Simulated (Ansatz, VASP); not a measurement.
## One calculation of Re, two programs

```
Re
1.0
    -1.53507    1.53507    1.53507
     1.53507   -1.53507    1.53507
     1.53507    1.53507   -1.53507
Re
1
Direct
  0.00000 0.00000 0.00000
```

Alike in both runs: functional LDA; k mesh 19 × 19 × 19; occupations fermi-dirac, width 0.05 eV; no spin polarisation.

Ansatz relaxed the structure, and its values are those at the end. VASP's run is a single point on that final structure, the one shown.

```csv
,VASP,Ansatz
version,VASP 6.6.1,Ansatz 0.2.0
potentials or method,"VASP PAW LDA potentials, release 64 (Re_sv_GW)","PAW with Ansatz's default frozen-core files, scalar-relativistic"
plane-wave cutoff (eV),500,420
valence electrons in the cell,15,15
```

```csv
,VASP,Ansatz,Ansatz less VASP
pressure (GPa),-1.0,0.0,+0.98
```

LDA's correlation is that of Perdew and Zunger in VASP and of Perdew and Wang (1992) in Ansatz.

Spin-orbit coupling is off throughout.
